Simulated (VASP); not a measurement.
Input of a VASP 6.6.1 run:

INCAR

```
PREC     = Accurate       # precision mode
ENCUT    = 520            # plane-wave cutoff, eV
EDIFF    = 1E-7           # SCF threshold, eV
ISMEAR   = -1             # smearing method
SIGMA    = 0.1            # smearing width, eV
LREAL    = False          # projectors in reciprocal space
LASPH    = True           # aspherical terms in the spheres
NELM     = 60             # most SCF steps
ALGO     = Normal         # electronic algorithm
ISIF     = 2              # what is computed and relaxed
LWAVE    = False          # write WAVECAR
LCHARG   = True           # write CHGCAR
GGA      = RP             # functional
LELF     = True           # ELF
LVHAR    = True         
NBANDS   = 10             # bands
```

File KPOINTS:

```
Automatic mesh
0
Gamma
  15 15 15
```

Contents of POSCAR:

```
Fe
1.0
    2.2879948557      0.0000000000      0.0000000000
    0.0000000000      2.2879948557      0.0000000000
    0.0000000000      0.0000000000      2.2879948557
Fe
1
Direct
    0.0000000000      0.0000000000      0.0000000000
```

Potentials or basis: VASP PAW PBE potentials, release 64 (Fe).

The run is started by

```bash
$ cat potpaw_PBE.64/Fe/POTCAR > POTCAR
$ mpirun -np 1 vasp_std > vasp.out
```

Question: What does it give for the pressure?

Answer: -0.8 GPa.

Question: Estimate the band gap on the k mesh.

Answer: Zero (band 4 reaches 7.59 eV, above the bottom of band 5 at 5.01 eV).

Caveat: the PAW data sets were made with another functional, which shifts forces and pressure a little; the run has no spin polarisation, though such a crystal can be magnetic. Spin polarisation is off, so any magnetic state and its effect on volume and gap are missing.
